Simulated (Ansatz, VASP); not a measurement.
# TiO2 in VASP and in Ansatz

INCAR

```
SYSTEM = TiO2
PREC = Accurate
ENCUT = 520
EDIFF = 1E-6
ISMEAR = -1
SIGMA = 0.05
LREAL = .False.
LASPH = .True.
NELM = 150
ALGO = Normal
ISIF = 2
LWAVE = .False.
LCHARG = .True.
LMAXMIX = 4
LDAU = .True.
LDAUTYPE = 2
LDAUL = 2 -1
LDAUU = 5 0
LDAUJ = 0 0
LDAUPRINT = 1
GGA = PE
LELF = .True.
LVHAR = .True.
NBANDS = 33
```

Contents of KPOINTS:

```
Automatic mesh
0
Gamma
  8 8 6
  0 0 0
```

POSCAR

```
TiO2
1.0
    2.7060340000     -2.7066550000      0.0000000000
    2.7060340000      2.7066550000      0.0000000000
   -2.6335310000      0.0000000000      4.7966370000
Ti O
2 4
Direct
    0.8658900000      0.1341100000      0.7500000000
    0.1341100000      0.8658900000      0.2500000000
    0.0887550000      0.3312210000      0.1671490000
    0.9112450000      0.6687790000      0.8328510000
    0.6687790000      0.9112450000      0.3328510000
    0.3312210000      0.0887550000      0.6671490000
```

Contents of input.yaml:

```yaml
crystal:
  lattice:
    - [2.706034, -2.706655, 0.0]
    - [2.706034, 2.706655, 0.0]
    - [-2.633531, 0.0, 4.796637]
  atoms:
    - { symbol: Ti, position: [0.86589, 0.13411, 0.75] }
    - { symbol: Ti, position: [0.13411, 0.86589, 0.25] }
    - { symbol: O, position: [0.088755, 0.331221, 0.167149] }
    - { symbol: O, position: [0.911245, 0.668779, 0.832851] }
    - { symbol: O, position: [0.668779, 0.911245, 0.332851] }
    - { symbol: O, position: [0.331221, 0.088755, 0.667149] }
hamiltonian:
  xc: pbe
  pseudopotentials: { kind: paw }
  hubbard: { sites: [{ species: Ti, l: d, u_eff: 5.0 }] }
kpoints:
  mp_grid: { grid: [8, 8, 6] }
  band_path:
    path:
      - [[0.0, 0.0, 0.0], [-0.4612513445, -0.4612513445, 0.0808612034], [-0.5021272409, -0.5021272409, 0.252610114], [-0.5, -0.5, 0.5], [-0.5794315881, -0.4205684119, 0.5]]
      - [[-0.4205684119, 0.4205684119, 0.5], [0.0, 0.0, 0.5], [-0.4203754482, -0.4203754482, 0.9091122929], [-0.4978727591, -0.4978727591, 0.747389886]]
      - [[-0.5796245518, 0.4203754482, 0.0908877071], [-0.5387486555, 0.4612513445, -0.0808612034], [-0.5, 0.5, 0.0], [0.0, 0.0, 0.0], [-0.5, 0.0, 0.0]]
      - [[-0.5, 0.0, 0.5], [0.0, 0.0, 0.0]]
    npoints: 14
scf:
  occupations: { method: fermi_dirac, width: 0.05 }
  n_extra_bands: 15
output:
  forces: true
  stress: true
  eigenvalues: true
  fatbands: false
```

Alike in both runs: functional PBE; k mesh 8 × 8 × 6; occupations fermi-dirac, width 0.05 eV; no spin polarisation; Hubbard terms Ti d U = 5.0 eV.

```csv
,VASP,Ansatz
version,VASP 6.6.1,Ansatz 0.2.0
potentials or method,"VASP PAW PBE potentials, release 64 (Ti_sv, O)",Ansatz PAW
plane-wave cutoff (eV),520,420
valence electrons in the cell,48,48
task,single point,band structure
```

VASP gave:

```
gap on the k mesh at the Fermi level (eV)                     : 2.76
least direct gap on the mesh (eV)                             : 3.14
pressure (GPa)                                                : 7.5
traceless stress, the component that is largest in VASP (GPa) : -0.84
rms of the force components (eV/Å)                            : 0.119
```

Question: Estimate Ansatz's values.

Answer: gap on the k mesh at the Fermi level (eV): 2.72; least direct gap on the mesh (eV): 3.09; pressure (GPa): 2.3; traceless stress, the component that is largest in VASP (GPa): -0.11; rms of the force components (eV/Å): 0.101.

The programs project onto different local orbitals, so the same U acts differently, and such runs can settle in different states. Atom by atom the forces differ by 0.113 eV/Å (rms over components).
